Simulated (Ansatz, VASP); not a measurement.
## Two plane-wave programs on CoSn

Contents of INCAR:

```
SYSTEM = CoSn
PREC = Accurate
ENCUT = 600
EDIFF = 1E-7
ISMEAR = 0
SIGMA = 0.1
LREAL = .FALSE.
LASPH = .TRUE.
NELM = 100
ALGO = Fast
ISIF = 3
LWAVE = .FALSE.
LCHARG = .FALSE.
GGA = PE
IBRION = 2
NSW = 100
EDIFFG = -0.01
```

Contents of KPOINTS:

```
Automatic mesh
0
G
  12 12 10
  0 0 0
```

The input POSCAR:

```
CoSn
1.0
    4.3888085758      0.0000000000      0.0000000000
   -2.1944042879      3.8008197190      0.0000000000
    0.0000000000      0.0000000000      5.0285681485
Co Sn
2 2
Direct
    0.6666666667      0.3333333333      0.7500000000
    0.3333333333      0.6666666667      0.2500000000
    0.6666666667      0.3333333333      0.2500000000
    0.3333333333      0.6666666667      0.7500000000
```

Input for Ansatz:

```yaml
crystal:
  lattice:
    - [4.3888085758, 0.0, 0.0]
    - [-2.1944042879, 3.800819719, 0.0]
    - [0.0, 0.0, 5.0285681485]
  atoms:
    - { symbol: Co, position: [0.6666666667, 0.3333333333, 0.75] }
    - { symbol: Co, position: [0.3333333333, 0.6666666667, 0.25] }
    - { symbol: Sn, position: [0.6666666667, 0.3333333333, 0.25] }
    - { symbol: Sn, position: [0.3333333333, 0.6666666667, 0.75] }
basis:
  ecutwfc: 420
kpoints:
  mp_grid: { grid: [12, 12, 10] }
hamiltonian:
  xc: pbe
scf:
  occupations: { method: gaussian, width: 0.1 }
output:
  forces: true
  stress: true
  eigenvalues: true
relax:
  adjacent_minimum: "off"
  f_tol: 0.01
  max_steps: 80
  cell: { stress_tol: 0.05 }
```

Change from the starting cell: species swapped into the CdSe type (P6_3mc, No. 186).

Alike in both runs: task relaxation of cell and atoms; functional PBE; k mesh 12 × 12 × 10; occupations gaussian, width 0.1 eV; no spin polarisation.

```csv
,VASP,Ansatz
version,VASP 6.6.1,Ansatz 0.2.0
potentials or method,"VASP PAW PBE potentials, release 64 (Co, Sn_d), cutoff 600 eV","scalar-relativistic, plane waves, PAW"
valence electrons in the cell,46,62
```

```tsv
	VASP	Ansatz	Ansatz less VASP
gap on the k mesh at the Fermi level, each at its own relaxed structure (eV)	none	none	-
relaxed volume (Å³/atom)	21.04	21.04	+0.007
relaxed length of the cell vector where the two differ most in proportion (Å)	4.398	4.398	+0.0007
```

A gap of «none» marks a metal or a gap that the smearing closes. VASP's potentials hold 46 valence electrons a cell and Ansatz's 62, so a difference there can come from the potentials and not from the codes.
